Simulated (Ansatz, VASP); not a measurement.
## Two plane-wave programs on NaW3

```
Na W
1.0
     4.06370    0.00000    0.00000
     0.00000    4.06370    0.00000
     0.00000    0.00000    4.02484
Na W
1 3
Direct
  0.00000 0.00000 0.00000
  0.00000 0.50000 0.50000
  0.50000 0.00000 0.50000
  0.50000 0.50000 0.00000
```

Alike in both runs: functional PBE; k mesh 12 × 12 × 12; occupations gaussian, width 0.1 eV; no spin polarisation.

Ansatz relaxed the structure, and its values are those at the end. VASP's run is a single point on that final structure, the one shown.

|  | VASP | Ansatz |
| --- | --- | --- |
| version | VASP 6.6.1 | Ansatz 0.2.0 |
| potentials or method | VASP PAW PBE potentials, release 64 (Na_pv, W_sv), cutoff 520 eV | scalar-relativistic, plane waves, PAW |
| valence electrons in the cell | 49 | 51 |

Ansatz gave:

* gap on the k mesh at the Fermi level (eV): none
* pressure (GPa): 0.0

Question: What did VASP give for the same quantities?

Answer: gap on the k mesh at the Fermi level (eV): none; pressure (GPa): 0.3.

A gap of «none» marks a metal or a gap that the smearing closes. The functional is the same, so the differences come from potentials, cutoffs and numerics. VASP's potentials hold 49 valence electrons a cell and Ansatz's 51, so a difference there can come from the potentials and not from the codes.

Spin-orbit coupling is off throughout.
